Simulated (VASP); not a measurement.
# La2O3 (P-3m1) in VASP: single point with PBE

Aim: the single point of La2O3 with PBE.

All numbers are computed with VASP 6.6.1; they aren't measurements. Logs are shortened: lines on timing, memory, paths and dates and some standing lists are left out, and cuts for length are marked.

## Step 1: The cell of the first run

The structure is trigonal, space group P-3m1 (No. 164). Conventional cell: a = 3.941 Å, b = 3.941 Å, c = 6.188 Å, α = 90.00°, β = 90.00°, γ = 120.00°. La (site symmetry 3m) has 7 O at 2.37 to 2.74 Å within 3.1 Å. O (site symmetry 3m) has 4 La at 2.37 to 2.46 Å and 6 O at 2.90 to 3.16 Å within 3.2 Å. Within 3.6 Å of O (site symmetry -3m) lie 6 La at 2.74 Å and 6 O at 3.16 Å.

## Step 2: Single point, PBE

INCAR reads:

```
PREC = Accurate
ENCUT = 600
EDIFF = 1E-6
ISMEAR = -1
SIGMA = 0.01
LREAL = Auto
LASPH = True
NELM = 200
ALGO = Normal
ISIF = 2
LWAVE = False
LCHARG = True
GGA = PE
LELF = True
LVHAR = True
NBANDS = 208
GGA_COMPAT = False
LMAXMIX = 6
```

KPOINTS reads:

```
regular mesh
0
Gamma
  1 1 2
```

POSCAR reads:

```
La2O3
1.0
   11.8217180592     -0.0000000912      0.0000000000
   -5.9108589506     10.2379082013      0.0000000000
    0.0000000000      0.0000000000      6.1878594200
La O
18 27
Direct
    0.2222222222      0.1111111111      0.7526292200
    0.1111111111      0.2222222222      0.2473707800
    0.2222222222      0.4444444444      0.7526292200
    0.1111111111      0.5555555556      0.2473707800
    0.2222222222      0.7777777778      0.7526292200
    0.1111111111      0.8888888889      0.2473707800
    0.5555555556      0.1111111111      0.7526292200
    0.4444444444      0.2222222222      0.2473707800
    0.5555555556      0.4444444444      0.7526292200
    0.4444444444      0.5555555556      0.2473707800
    0.5555555556      0.7777777778      0.7526292200
    0.4444444444      0.8888888889      0.2473707800
    0.8888888889      0.1111111111      0.7526292200
    0.7777777778      0.2222222222      0.2473707800
    0.8888888889      0.4444444444      0.7526292200
    0.7777777778      0.5555555556      0.2473707800
    0.8888888889      0.7777777778      0.7526292200
    0.7777777778      0.8888888889      0.2473707800
    0.2222222222      0.1111111111      0.3546877200
    0.1111111111      0.2222222222      0.6453122800
    0.0000000000      0.0000000000      0.0000000000
    0.2222222222      0.4444444444      0.3546877200
    0.1111111111      0.5555555556      0.6453122800
    0.0000000000      0.3333333333      0.0000000000
    0.2222222222      0.7777777778      0.3546877200
    0.1111111111      0.8888888889      0.6453122800
    0.0000000000      0.6666666667      0.0000000000
    0.5555555556      0.1111111111      0.3546877200
    0.4444444444      0.2222222222      0.6453122800
    0.3333333333      0.0000000000      0.0000000000
    0.5555555556      0.4444444444      0.3546877200
    0.4444444444      0.5555555556      0.6453122800
    0.3333333333      0.3333333333      0.0000000000
    0.5555555556      0.7777777778      0.3546877200
    0.4444444444      0.8888888889      0.6453122800
    0.3333333333      0.6666666667      0.0000000000
    0.8888888889      0.1111111111      0.3546877200
    0.7777777778      0.2222222222      0.6453122800
    0.6666666667      0.0000000000      0.0000000000
    0.8888888889      0.4444444444      0.3546877200
    0.7777777778      0.5555555556      0.6453122800
    0.6666666667      0.3333333333      0.0000000000
    0.8888888889      0.7777777778      0.3546877200
    0.7777777778      0.8888888889      0.6453122800
    0.6666666667      0.6666666667      0.0000000000
```

Potentials or basis: VASP PAW PBE potentials, release 64 (La, O).

On the command line:

```bash
$ cat potpaw_PBE.64/La/POTCAR potpaw_PBE.64/O/POTCAR > POTCAR
$ mpirun -np 1 vasp_std > vasp.out
```

OUTCAR:

```text
PREC = Accurate
   ENCUT = 600
   EDIFF = 1E-6
   ISMEAR = -1
   LREAL = Auto
   LASPH = True
   NELM = 200
   ISIF = 2
   GGA = PE

 ion  position               nearest neighbor table
   1  0.222  0.111  0.753-  20 2.37  29 2.37  26 2.37  19 2.46  30 2.74  21 2.74  33 2.74
   2  0.111  0.222  0.247-  19 2.37  37 2.37  22 2.37  20 2.46  24 2.74  33 2.74  21 2.74
   3  0.222  0.444  0.753-  32 2.37  20 2.37  23 2.37  22 2.46  33 2.74  24 2.74  36 2.74
   4  0.111  0.556  0.247-  40 2.37  25 2.37  22 2.37  23 2.46  27 2.74  36 2.74  24 2.74
   5  0.222  0.778  0.753-  26 2.37  35 2.37  23 2.37  25 2.46  36 2.74  27 2.74  30 2.74
   6  0.111  0.889  0.247-  25 2.37  43 2.37  19 2.37  26 2.46  21 2.74  30 2.74  27 2.74
[... 10 lines left out ...]
  17  0.889  0.778  0.753-  44 2.37  26 2.37  41 2.37  43 2.46  27 2.74  45 2.74  21 2.74
[... 35 lines left out ...]
 A1 = (  11.8217180592,  -0.0000000912,   0.0000000000)
 A2 = (  -5.9108589506,  10.2379082013,   0.0000000000)
 A3 = (   0.0000000000,   0.0000000000,   6.1878594200)

Analysis of symmetry for initial positions (statically):
=====================================================================
 Subroutine PRICEL returns following result:

  LATTYP: Found a hexagonal cell.
 ALAT       =     3.9405726860
 C/A-ratio  =     1.5702944503

  Lattice vectors:

 A1 = (   3.9405726860,  -0.0000000304,   0.0000000000)
 A2 = (  -1.9702863167,   3.4126360668,   0.0000000000)
 A3 = (   0.0000000000,   0.0000000000,   6.1878594200)

   9 primitive cells build up your supercell.

 Routine SETGRP: Setting up the symmetry group for a
 hexagonal supercell.

 Subroutine GETGRP returns: Found 12 space group operations
 (whereof 12 operations were pure point group operations)
 out of a pool of 24 trial point group operations.

The static configuration has the point symmetry D_3d.

Analysis of symmetry for dynamics (positions and initial velocities):
=====================================================================
 Subroutine PRICEL returns following result:

  LATTYP: Found a hexagonal cell.
 ALAT       =     3.9405726860
 C/A-ratio  =     1.5702944503

  Lattice vectors:

 A1 = (   3.9405726860,  -0.0000000304,   0.0000000000)
 A2 = (  -1.9702863167,   3.4126360668,   0.0000000000)
 A3 = (   0.0000000000,   0.0000000000,   6.1878594200)

   9 primitive cells build up your supercell.

 Routine SETGRP: Setting up the symmetry group for a
 hexagonal supercell.
[... 97 lines left out ...]
   TEBEG  =    0.0;   TEEND  =   0.0 temperature during run
   PSTRESS=    0.0 pullay stress
   NELECT =     360.0000    total number of electrons
   NUPDOWN=      -1.0000    fix difference up-down
   EMIN   =  10.00;   EMAX   =-10.00  energy-range for DOS
   EFERMI =   0.00;   METHOD = LEGACY
   ISMEAR =    -1;   SIGMA  =   0.01  broadening in eV -4-tet -1-fermi 0-gaus
   EFERMI_NEDOS =   21; number of points for ismear=-14 and -15
   IALGO  =     38    algorithm
   IMIX   =      4    mixing-type and parameters
     AMIX     =   0.40;   BMIX     =  1.00
     AMIX_MAG =   1.60;   BMIX_MAG =  1.00
  volume/ion in A,a.u.               =      16.64       112.31
  Fermi-wavevector in a.u.,A,eV,Ry     =   1.282424  2.423430 22.376289  1.644611
  Thomas-Fermi vector in A             =   2.414736
   LORBIT       =      0    0 simple, 1 ext, 2 COOP (PROOUT), +10 PAW based schemes
   GGA     = PE    functional components
   LHFCALC =     F    Hartree Fock is set to
   AEXX    =    0.0000 exact exchange contribution
   IVDW    =     0    specifies the selected vdW correction
   LEPSILON=     F    determine dielectric tensor
   LRPA    =     F    only Hartree local field effects (RPA)
 non-spin polarized calculation
  energy-cutoff  :      600.00
  volume of cell :      748.91
 maximum number of plane-waves:     25027
 NGX is ok and might be reduce to    96
   NGX = 47   NGY = 47   NGZ = 25

 number of electron     359.9999996 magnetization

 Free energy of the ion-electron system (eV)
  ---------------------------------------------------
  ext. energy  EPLUGINS =         0.00000000
  ---------------------------------------------------
  free energy    TOTEN  =      -376.51594595 eV

  energy without entropy =     -376.51594595  energy(sigma->0) =     -376.51594595

 E-fermi :   5.9964     XC(G=0): -10.3845

 val. band max:        5.7397654261   @ k =   0.0000   0.0000   0.5000
 cond. band min:       9.6678872301   @ k =   0.0000   0.0000   0.0000
 fundamental gap:      3.9281218040
 Fermi energy:         5.9964462730

 k-point     1 :       0.0000    0.0000    0.0000
  band No.  band energies     occupation
      1     -24.0585      2.00000
      2     -23.9190      2.00000
      3     -23.9190      2.00000
      4     -23.9190      2.00000
      5     -23.9190      2.00000
      6     -23.9190      2.00000
[... 184 lines left out ...]
    191      10.4175      0.00000
    192      10.4758      0.00000

 k-point     2 :       0.0000    0.0000    0.5000
  band No.  band energies     occupation
      1     -23.9665      2.00000
      2     -23.9358      2.00000
      3     -23.8660      2.00000
      4     -23.8660      2.00000
      5     -23.8660      2.00000
      6     -23.8660      2.00000
[... 184 lines left out ...]
    191      10.5274      0.00000
    192      10.5318      0.00000
 [bands above 192 left out]

------------------------ aborting loop because EDIFF is reached ----------------------------------------

  FORCE on cell =-STRESS in cart. coord.  units (eV):
  Direction    XX          YY          ZZ          XY          YZ          ZX
  --------------------------------------------------------------------------------------
  -------------------------------------------------------------------------------------
  Total       -2.6157959     -2.6157959     -1.5276191     -0.0000000      0.0000000      0.0000000
  in kB       -5.5960575     -5.5960575     -3.2680855     -0.0000000      0.0000000      0.0000000
  external PRESSURE =      -4.8200669 kB  Pullay stress =       0.0000000 kB

 VOLUME and BASIS-vectors are now :
 -----------------------------------------------------------------------------
  energy-cutoff  :      600.00
  volume of cell :      748.91
      direct lattice vectors                 reciprocal lattice vectors
    11.821718059 -0.000000091  0.000000000     0.084590074  0.048838101  0.000000000
    -5.910858951 10.237908201  0.000000000     0.000000001  0.097676203  0.000000000
     0.000000000  0.000000000  6.187859420     0.000000000  0.000000000  0.161606774

 POSITION                                       TOTAL-FORCE (eV/Angst)
 -----------------------------------------------------------------------------------
      1.97029      1.13755      4.65716        -0.000000      0.000000     -0.037265
      0.00000      2.27509      1.53070         0.000000     -0.000000      0.037265
      0.00000      4.55018      4.65716        -0.000000     -0.000000     -0.037265
     -1.97029      5.68773      1.53070        -0.000000      0.000000      0.037265
     -1.97029      7.96282      4.65716        -0.000000     -0.000000     -0.037265
     -3.94057      9.10036      1.53070         0.000000      0.000000      0.037265
[... 37 lines left out ...]
      3.94057      9.10036      3.99310        -0.000000     -0.000000      0.024312
      3.94057      6.82527      0.00000        -0.000000     -0.000000      0.000000
 -----------------------------------------------------------------------------------
    total drift:                                0.000000      0.000000      0.000000

  FREE ENERGIE OF THE ION-ELECTRON SYSTEM (eV)
  ---------------------------------------------------
  free  energy   TOTEN  =      -376.5159459522 eV

  energy  without entropy=     -376.5159459522  energy(sigma->0) =     -376.51594595
```

stdout:

```text
POSCAR found type information on POSCAR LaO
 POSCAR found :  2 types and      45 ions
 scaLAPACK will be used
 LDA part: xc-table for (Slater+PW92), standard interpolation
 POSCAR, INCAR and KPOINTS ok, starting setup
 FFT: planning ... GRIDC
 FFT: planning ... GRID_SOFT
 FFT: planning ... GRID
 WAVECAR not read
 entering main loop
```

It took 59 min on 1 thread of Intel Xeon 8259CL, shared host; peak memory 1.1 GiB.

Results:

```
Free energy            : -376.5159 eV
Pressure               : -0.5 GPa
Largest force          : 0.037 eV/Å
Band gap on the k mesh : 3.93 eV
```

Forces in eV/Å, atoms in the order of the input:
```
La   0.000  0.000 -0.037
La   0.000  0.000  0.037
La   0.000  0.000 -0.037
La   0.000  0.000  0.037
La   0.000  0.000 -0.037
La   0.000  0.000  0.037
La   0.000  0.000 -0.037
La   0.000  0.000  0.037
La   0.000  0.000 -0.037
La   0.000  0.000  0.037
La   0.000  0.000 -0.037
La   0.000  0.000  0.037
La   0.000  0.000 -0.037
La   0.000  0.000  0.037
La   0.000  0.000 -0.037
La   0.000  0.000  0.037
La   0.000  0.000 -0.037
La   0.000  0.000  0.037
O    0.000  0.000 -0.024
O    0.000  0.000  0.024
O    0.000  0.000  0.000
O    0.000  0.000 -0.024
O    0.000  0.000  0.024
O    0.000  0.000  0.000
O    0.000  0.000 -0.024
O    0.000  0.000  0.024
O    0.000  0.000  0.000
O    0.000  0.000 -0.024
O    0.000  0.000  0.024
O    0.000  0.000  0.000
O    0.000  0.000 -0.024
O    0.000  0.000  0.024
O    0.000  0.000  0.000
O    0.000  0.000 -0.024
O    0.000  0.000  0.024
O    0.000  0.000  0.000
O    0.000  0.000 -0.024
O    0.000  0.000  0.024
O    0.000  0.000  0.000
O    0.000  0.000 -0.024
O    0.000  0.000  0.024
O    0.000  0.000  0.000
O    0.000  0.000 -0.024
O    0.000  0.000  0.024
O    0.000  0.000  0.000
```

Stress tensor (GPa, compression positive):
```
-0.56  0.00  0.00
 0.00 -0.56  0.00
 0.00  0.00 -0.33
```

Caveat: the k points lie up to 0.61 Å⁻¹ apart; spin-orbit coupling is left out, which moves the levels of the heavy elements. A k mesh can miss the band edges.
